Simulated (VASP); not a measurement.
Set up this calculation in VASP 6.6.1, as the native input.

- Task: single point
- Functional: PBEsol
- Potentials or basis: VASP PAW PBE potentials, release 64 (In_d, Sb)
- Cutoff: 520 eV
- k mesh: 12 × 12 × 8
- Occupations: gaussian, width 0.15 eV
- Spin: no spin polarisation
- Dipole correction: no
- Further INCAR settings: ALGO = Fast; EDIFF = 1e-06; NBANDS = 40

The structure of In2Sb lies in POSCAR:

```
In2Sb
1.0
    5.3333334348      0.0000000000      0.0000000000
   -2.6666667174      4.6188022414      0.0000000000
    0.0000000000      0.0000000000      6.3928489808
In Sb
4 2
Direct
    0.6666666667      0.3333333333      0.2522522608
    0.3333333333      0.6666666667      0.7522522608
    0.0000000000      0.0000000000      0.4687150439
    0.0000000000      0.0000000000     -0.0312849561
    0.6666666667      0.3333333333      0.7773774312
    0.3333333333      0.6666666667      0.2773774312
```

This cell differs from its parent crystal: atoms displaced along a vibrational mode.

These files were run (other wordings do the same):

INCAR

```
  ALGO = Fast
  EDIFF = 1E-6
  ENCUT = 520
  GGA = PS
  ISIF = 2
  ISMEAR = 0
  LASPH = T
  LCHARG = F
  LREAL = F
  LWAVE = F
  NBANDS = 40
  NELM = 60
  PREC = Accurate
  SIGMA = 0.15
```

KPOINTS

```
k-points
0
Gamma
  12 12 8
```

Potentials or basis: VASP PAW PBE potentials, release 64 (In_d, Sb).

Run with:

```sh
$ cat potpaw_PBE.64/In_d/POTCAR potpaw_PBE.64/Sb/POTCAR > POTCAR
$ mpirun -np 1 vasp_std > vasp.out
```

Results of the run:

```yaml
Pressure: 0.3 GPa
Largest_force: 0.097 eV/Å
Band_gap_on_the_k_mesh: zero (bands 31 and 32 overlap by 2.21 eV)
```

Caveat: the cell differs from its parent crystal (atoms displaced along a vibrational mode); the PAW data sets were made with another functional, which shifts forces and pressure a little; spin-orbit coupling is left out, which moves the levels of the heavy elements.

Run time: 18 min on 1 thread of Oxide Virtual Turin-like Processor, with other jobs on the host, peak memory 0.55 GiB.
